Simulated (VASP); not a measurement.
# AgCl in VASP: settings compared, part 2 of 2

VASP 6.6.1. The steps go on from the part before.

## (3) Single point, PBE (shear xy strain +2.0%)

File INCAR:

```
SYSTEM = AgCl
PREC = Accurate
ENCUT = 520
EDIFF = 1E-7
ISMEAR = -1
SIGMA = 0.02
LREAL = .False.
LASPH = .True.
NELM = 100
ALGO = Normal
ISIF = 2
LWAVE = .False.
LCHARG = .False.
GGA = PE
NBANDS = 16
```

File KPOINTS:

```
regular mesh
0
Gamma
  8 8 8
  0 0 0
```

File POSCAR:

```
AgCl
1.0
    0.0284251341      2.7731838126      2.7731838126
    2.7731838126      0.0284251341      2.7731838126
    2.8016089467      2.8016089467      0.0000000000
Ag Cl
1 1
Direct
    0.0000000000      0.0000000000      0.0000000000
    0.5000000000      0.5000000000      0.5000000000
```

Potentials or basis: VASP PAW PBE potentials, release 64 (Ag, Cl).

Run with:

```console
$ cat potpaw_PBE.64/Ag/POTCAR potpaw_PBE.64/Cl/POTCAR > POTCAR
$ mpirun -np 1 vasp_std > vasp.out
```

Wall time 65 s (1 thread of Intel Xeon Platinum 8488C (Sapphire Rapids), shared host); peak memory 0.21 GiB.

It converged, with:

```yaml
Free_energy: -5.3941 eV
Pressure: 1.5 GPa
Band_gap_on_the_k_mesh: 0.89 eV, indirect (least direct gap 3.16 eV)
```

Stress tensor (GPa, compression positive):
```
 1.46 -0.11  0.00
-0.11  1.46  0.00
 0.00  0.00  1.46
```

Levels at points of the mesh, in eV from the valence-band top:
| k point | band 6 | band 7 | band 8 | band 9 | band 10 | band 11 | band 12 | band 13 |
| --- | --- | --- | --- | --- | --- | --- | --- | --- |
| (0.00, 0.00, 0.00) | -2.41 | -2.38 | -2.34 | -2.29 | 0.89 | 10.72 | 10.84 | 10.96 |
| (0.50, 0.00, 0.00) | -2.08 | -1.76 | -0.02 | 0.00 | 4.19 | 6.56 | 7.53 | 7.65 |
| (0.50, 0.50, 0.00) | -2.23 | -1.97 | -1.97 | -1.89 | 2.36 | 8.01 | 8.61 | 11.40 |
| (0.00, 0.00, 0.50) | -2.09 | -1.79 | -0.04 | -0.02 | 4.26 | 6.47 | 7.67 | 7.79 |
| (0.50, 0.00, 0.50) | -2.23 | -1.97 | -1.97 | -1.89 | 2.37 | 8.01 | 8.61 | 11.49 |

Caveat: the cell differs from its parent crystal (shear xy strain +2.0%). A k mesh can miss the band edges.

## (4) Single point, r2SCAN (strain along [111] -4.8%)

File POSCAR:

```
AgCl
1.0
   -0.0891116398      2.6840721728      2.6840721728
    2.6840721728     -0.0891116398      2.6840721728
    2.6840721728      2.6840721728     -0.0891116398
Ag Cl
1 1
Direct
    0.0000000000      0.0000000000      0.0000000000
    0.5000000000      0.5000000000      0.5000000000
```

File INCAR.step1:

```
SYSTEM = AgCl
PREC = Accurate
ENCUT = 520
ISMEAR = 0
SIGMA = 0.01
LREAL = .FALSE.
LASPH = .TRUE.
NELM = 100
NBANDS = 16
GGA = PE
ALGO = Normal
EDIFF = 1E-4
LWAVE = .TRUE.
LCHARG = .FALSE.
```

File INCAR.step2:

```
SYSTEM = AgCl
PREC = Accurate
ENCUT = 520
EDIFF = 1E-6
ISMEAR = 0
SIGMA = 0.01
LREAL = .FALSE.
LASPH = .TRUE.
NELM = 100
ALGO = Normal
ISIF = 2
LWAVE = .FALSE.
LCHARG = .FALSE.
METAGGA = R2SCAN
LMIXTAU = .TRUE.
NBANDS = 16
ISTART = 1
```

File KPOINTS:

```
regular mesh
0
G
  8 8 8
  0 0 0
```

Run with:

```console
$ cat potpaw_PBE.64/Ag/POTCAR potpaw_PBE.64/Cl/POTCAR > POTCAR
$ cp INCAR.step1 INCAR
$ mpirun -np 1 vasp_std > vasp.out
$ cp INCAR.step2 INCAR
$ mpirun -np 1 vasp_std > vasp.out
```

Wall time 2 min (1 thread of Intel Xeon Platinum 8488C (Sapphire Rapids), shared host); peak memory 0.19 GiB.

Results (log left out):

| Property | Result |
| --- | --- |
| Free energy | -28.6248 eV |
| Pressure | 2.6 GPa |
| Band gap on the k mesh | 1.38 eV, indirect (least direct gap 3.83 eV) |

Stress tensor (GPa, compression positive):
```
2.65 0.11 0.11
0.11 2.65 0.11
0.11 0.11 2.65
```

Levels at points of the mesh, in eV from the valence-band top:
| k point | band 7 | band 8 | band 9 | band 10 | band 11 | band 12 |
| --- | --- | --- | --- | --- | --- | --- |
| (0.00, 0.00, 0.00) | -2.62 | -2.62 | -2.54 | 1.38 | 11.08 | 11.08 |
| (0.50, 0.00, 0.00) | -1.94 | -0.10 | -0.02 | 4.60 | 7.32 | 8.06 |
| (0.50, 0.50, 0.00) | -2.15 | -2.14 | -2.00 | 2.81 | 8.26 | 9.34 |
| (0.50, 0.50, 0.50) | -1.86 | 0.00 | 0.00 | 4.35 | 7.65 | 7.81 |

Caveat: the cell differs from its parent crystal (strain along [111] -4.8%); the PAW data sets were made with another functional, which shifts forces and pressure a little. A k mesh can miss the band edges.

## (5) Single point, r2SCAN (shear xy strain +2.0%)

File POSCAR:

```
AgCl
1.0
    0.0284251341      2.7731838126      2.7731838126
    2.7731838126      0.0284251341      2.7731838126
    2.8016089467      2.8016089467      0.0000000000
Ag Cl
1 1
Direct
    0.0000000000      0.0000000000      0.0000000000
    0.5000000000      0.5000000000      0.5000000000
```

File INCAR.step1:

```
SYSTEM = AgCl
ALGO = Normal
EDIFF = 1E-4
ENCUT = 520
GGA = PE
ISMEAR = 0
LASPH = .TRUE.
LCHARG = .FALSE.
LREAL = .FALSE.
LWAVE = .TRUE.
NBANDS = 16
NELM = 60
PREC = Accurate
SIGMA = 0.01
```

File INCAR.step2:

```
SYSTEM = AgCl
ALGO = Normal
EDIFF = 1E-7
ENCUT = 520
ISIF = 2
ISMEAR = 0
ISTART = 1
LASPH = .TRUE.
LCHARG = .FALSE.
LMIXTAU = .TRUE.
LREAL = .FALSE.
LWAVE = .FALSE.
METAGGA = R2SCAN
NBANDS = 16
NELM = 60
PREC = Accurate
SIGMA = 0.01
```

File KPOINTS:

```
k-points
0
G
  8 8 8
  0 0 0
```

Potentials or basis: VASP PAW PBE potentials, release 64 (Ag, Cl).

Run with:

```console
$ cat potpaw_PBE.64/Ag/POTCAR potpaw_PBE.64/Cl/POTCAR > POTCAR
$ cp INCAR.step1 INCAR
$ mpirun -np 1 vasp_std > vasp.out
$ cp INCAR.step2 INCAR
$ mpirun -np 1 vasp_std > vasp.out
```

OUTCAR:

```text
SYSTEM = AgCl
   EDIFF = 1E-7
   ENCUT = 520
   ISIF = 2
   ISMEAR = 0
   ISTART = 1
   LASPH = .TRUE.
   LREAL = .FALSE.
   METAGGA = R2SCAN
   NELM = 60
   PREC = Accurate

 ion  position               nearest neighbor table
   1  0.000  0.000  0.000-   2 2.77   2 2.77   2 2.77   2 2.77   2 2.77   2 2.77
   2  0.500  0.500  0.500-   1 2.77   1 2.77   1 2.77   1 2.77   1 2.77   1 2.77

  LATTYP: Found a body centered orthorhombic cell.
 ALAT       =     3.8816749486
 B/A-ratio  =     1.0207123011
[... 649 lines left out ...]

  FORCE on cell =-STRESS in cart. coord.  units (eV):
  Direction    XX          YY          ZZ          XY          YZ          ZX
  --------------------------------------------------------------------------------------
  -------------------------------------------------------------------------------------
  Total       -0.0306990     -0.0306990     -0.0320229     -0.0298276      0.0000000      0.0000000
  in kB       -1.1532262     -1.1532262     -1.2029599     -1.1204931      0.0000000      0.0000000
  external PRESSURE =      -1.1698041 kB  Pullay stress =       0.0000000 kB

 VOLUME and BASIS-vectors are now :
 -----------------------------------------------------------------------------
  energy-cutoff  :      520.00
  volume of cell :       42.65
      direct lattice vectors                 reciprocal lattice vectors
     0.028425134  2.773183813  2.773183813    -0.182165377  0.182165377  0.180298182
     2.773183813  0.028425134  2.773183813     0.182165377 -0.182165377  0.180298182
     2.801608947  2.801608947  0.000000000     0.178468876  0.178468876 -0.180298182

 POSITION                                       TOTAL-FORCE (eV/Angst)
 -----------------------------------------------------------------------------------
      0.00000      0.00000      0.00000        -0.000000      0.000000      0.000000
      2.80161      2.80161      2.77318         0.000000     -0.000000      0.000000
 -----------------------------------------------------------------------------------
    total drift:                               -0.000000      0.000000      0.000000

  FREE ENERGIE OF THE ION-ELECTRON SYSTEM (eV)
  ---------------------------------------------------
  free  energy   TOTEN  =       -28.6429025981 eV

  energy  without entropy=      -28.6429025981  energy(sigma->0) =      -28.64290260
```

OUTCAR.step1:

```text
SYSTEM = AgCl
   EDIFF = 1E-4
   ENCUT = 520
   GGA = PE
   ISMEAR = 0
   LASPH = .TRUE.
   LREAL = .FALSE.
[... 679 lines left out ...]
      0.00000      0.00000      0.00000        -0.000000      0.000000      0.000000
      2.80161      2.80161      2.77318         0.000000     -0.000000     -0.000000
 -----------------------------------------------------------------------------------
    total drift:                               -0.000000      0.000000      0.000000

  FREE ENERGIE OF THE ION-ELECTRON SYSTEM (eV)
  ---------------------------------------------------
  free  energy   TOTEN  =        -5.3940246972 eV

  energy  without entropy=       -5.3940246972  energy(sigma->0) =       -5.39402470
```

OSZICAR.step1:

```text
N       E                     dE             d eps       ncg     rms          rms(c)
DAV:   1     0.102104163529E+03    0.10210E+03   -0.86888E+03  3088   0.102E+03
DAV:   2    -0.175120101309E+01   -0.10386E+03   -0.95690E+02  3824   0.223E+02
DAV:   3    -0.555053186716E+01   -0.37993E+01   -0.37911E+01  3816   0.450E+01
DAV:   4    -0.557725208539E+01   -0.26720E-01   -0.26718E-01  3832   0.405E+00
DAV:   5    -0.557761478268E+01   -0.36270E-03   -0.36269E-03  3808   0.464E-01    0.616E+00
DAV:   6    -0.539859797062E+01    0.17902E+00   -0.24603E-01  3840   0.643E+00    0.400E+00
DAV:   7    -0.539464048102E+01    0.39575E-02   -0.96120E-02  3784   0.206E+00    0.196E+00
DAV:   8    -0.539394758607E+01    0.69289E-03   -0.46455E-03  3584   0.703E-01    0.316E-01
DAV:   9    -0.539402469717E+01   -0.77111E-04   -0.50694E-04  3800   0.280E-01
   1 F= -.53940247E+01 E0= -.53940247E+01  d E =-.262618E-74
```

Wall time 4.8 min (1 thread of Intel Xeon Platinum 8488C (Sapphire Rapids), shared host); peak memory 0.21 GiB.

Results:

| Item | Value |
| --- | --- |
| Free energy | -28.6429 eV |
| Pressure | -0.1 GPa |
| Band gap on the k mesh | 1.40 eV, indirect (least direct gap 3.68 eV) |

Caveat: the cell differs from its parent crystal (shear xy strain +2.0%); the PAW data sets were made with another functional, which shifts forces and pressure a little. A k mesh can miss the band edges.

## (6) Summary

| level | cell | smearing | gap on the mesh (eV) | pressure (GPa) |
| --- | --- | --- | --- | --- |
| PBE | a = 3.797 Å, angles 62.2°, 2 atoms | fermi-dirac 0.02 eV | 0.86 | 4.2 |
| PBE | a = 3.922, b = 3.922, c = 3.962 Å, angles 59.7, 59.7, 59.3°, 2 atoms | fermi-dirac 0.02 eV | 0.89 | 1.5 |
| r2SCAN | a = 3.797 Å, angles 62.2°, 2 atoms | gaussian 0.01 eV | 1.38 | 2.6 |
| r2SCAN | a = 3.922, b = 3.922, c = 3.962 Å, angles 59.7, 59.7, 59.3°, 2 atoms | gaussian 0.01 eV | 1.40 | -0.1 |

Alike in all rows: task single point; potentials or basis VASP PAW PBE potentials, release 64 (Ag, Cl); no spin polarisation; k mesh 8 × 8 × 8; cutoff (eV) 520.

Caveats: the PAW data sets were made with another functional, which shifts forces and pressure a little (some runs).

Absolute energies hang on the potentials; compare differences alone.
